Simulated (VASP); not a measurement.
A run of VASP 6.6.1 is set up as follows.

File INCAR:

```
SYSTEM = Ge3As2
ALGO     = Normal         ! electronic algorithm
EDIFF    = 1E-7           ! SCF threshold, eV
ENCUT    = 520            ! plane-wave cutoff, eV
GGA      = PE             ! functional
ISIF     = 2              ! what is computed and relaxed
ISMEAR   = 0              ! smearing method
LASPH    = .TRUE.         ! aspherical terms in the spheres
LCHARG   = .TRUE.         ! write CHGCAR
LELF     = .TRUE.         ! ELF
LREAL    = .FALSE.        ! projectors in reciprocal space
LVHAR    = .TRUE.       
LWAVE    = .FALSE.        ! write WAVECAR
NBANDS   = 63             ! bands
NELM     = 60             ! most SCF steps
PREC     = Accurate       ! precision mode
SIGMA    = 0.1            ! smearing width, eV
```

File KPOINTS:

```
k-points
0
G
  6 6 6
  0 0 0
```

Contents of POSCAR:

```
Ge3As2
1.0
    3.5465328331      2.0475916859      5.2643859053
   -3.5465328331      2.0475916859      5.2643859053
    0.0000000000     -4.0951833718      5.2643859053
Ge As
6 4
Direct
    0.5095348244      0.9904651756      0.2500000000
    0.2500000000      0.5095348244      0.9904651756
    0.9904651756      0.2500000000      0.5095348244
    0.4904651756      0.0095348244      0.7500000000
    0.7500000000      0.4904651756      0.0095348244
    0.0095348244      0.7500000000      0.4904651756
    0.3765920855      0.3765920855      0.3765920855
    0.1234079145      0.1234079145      0.1234079145
    0.6234079145      0.6234079145      0.6234079145
    0.8765920855      0.8765920855      0.8765920855
```

Potentials or basis: VASP PAW PBE potentials, release 64 (Ge_d, As).

Run with:

```bash
$ cat potpaw_PBE.64/Ge_d/POTCAR potpaw_PBE.64/As/POTCAR > POTCAR
$ mpirun -np 1 vasp_std > vasp.out
```

Task: Predict the pressure.

Result: 0.1 GPa.

Task: Predict the band gap on the k mesh.

Result: Zero (bands 52 and 53 overlap by 0.93 eV).

Task: What does it give for the largest force?

Result: 0.014 eV/Å.

Forces on the atoms (eV/Å):
```
Ge   0.007  0.000  0.000
Ge  -0.004  0.006  0.000
Ge  -0.004 -0.006  0.000
Ge  -0.007  0.000  0.000
Ge   0.004 -0.006  0.000
Ge   0.004  0.006  0.000
As   0.000  0.000  0.014
As   0.000  0.000 -0.014
As   0.000  0.000 -0.014
As   0.000  0.000  0.014
```
